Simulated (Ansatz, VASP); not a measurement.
Si in VASP and in Ansatz

File INCAR:

```
SYSTEM = Si
ALGO = Normal
EDIFF = 1E-6
ENCUT = 500
GGA = PE
GGA_COMPAT = .False.
ISIF = 2
ISMEAR = 0
LASPH = .True.
LCHARG = .True.
LELF = .True.
LREAL = .False.
LVHAR = .True.
LWAVE = .False.
NBANDS = 11
NELM = 120
PREC = Accurate
SIGMA = 0.02
```

KPOINTS

```
k-points
0
Gamma
  8 8 8
  0 0 0
```

File POSCAR:

```
Si
1.0
    0.0000000000      2.7347957594      2.7347957594
    2.7347957594      0.0000000000      2.7347957594
    2.7347957594      2.7347957594      0.0000000000
Si
2
Direct
    0.7500000000      0.7500000000      0.7500000000
    0.5000000000      0.5000000000      0.5000000000
```

Input for Ansatz:

```yaml
crystal:
  lattice:
    - [0.0, 2.7347957594, 2.7347957594]
    - [2.7347957594, 0.0, 2.7347957594]
    - [2.7347957594, 2.7347957594, 0.0]
  atoms:
    - { symbol: Si, position: [0.75, 0.75, 0.75] }
    - { symbol: Si, position: [0.5, 0.5, 0.5] }
basis: {}
kpoints:
  mp_grid: { grid: [8, 8, 8] }
  band_path:
    path:
      - [[0.0, 0.0, 0.0], [0.5, 0.0, 0.5], [0.625, 0.25, 0.625]]
      - [[0.375, 0.375, 0.75], [0.0, 0.0, 0.0], [0.5, 0.5, 0.5], [0.5, 0.25, 0.75], [0.5, 0.0, 0.5]]
    npoints: 10
hamiltonian:
  xc: pbe
  pseudopotentials: { kind: nc }
scf:
  occupations: { method: gaussian, width: 0.02 }
  n_extra_bands: 7
output:
  forces: true
  stress: true
  eigenvalues: true
```

Alike in both runs: task single point; functional PBE; k mesh 8 × 8 × 8; occupations gaussian, width 0.02 eV; no spin polarisation.

|  | VASP | Ansatz |
| --- | --- | --- |
| version | VASP 6.6.1 | Ansatz 0.2.0 |
| potentials or method | VASP PAW PBE potentials, release 64 (Si) | scalar-relativistic, plane waves, norm-conserving pseudopotentials |
| plane-wave cutoff (eV) | 500 | 490 |
| valence electrons in the cell | 8 | 8 |

```csv
,VASP,Ansatz,Ansatz less VASP
gap on the k mesh at the Fermi level (eV),0.65,0.65,-0.005
least direct gap on the mesh (eV),2.56,2.55,-0.011
pressure (GPa),0.0,0.0,+0.05
```
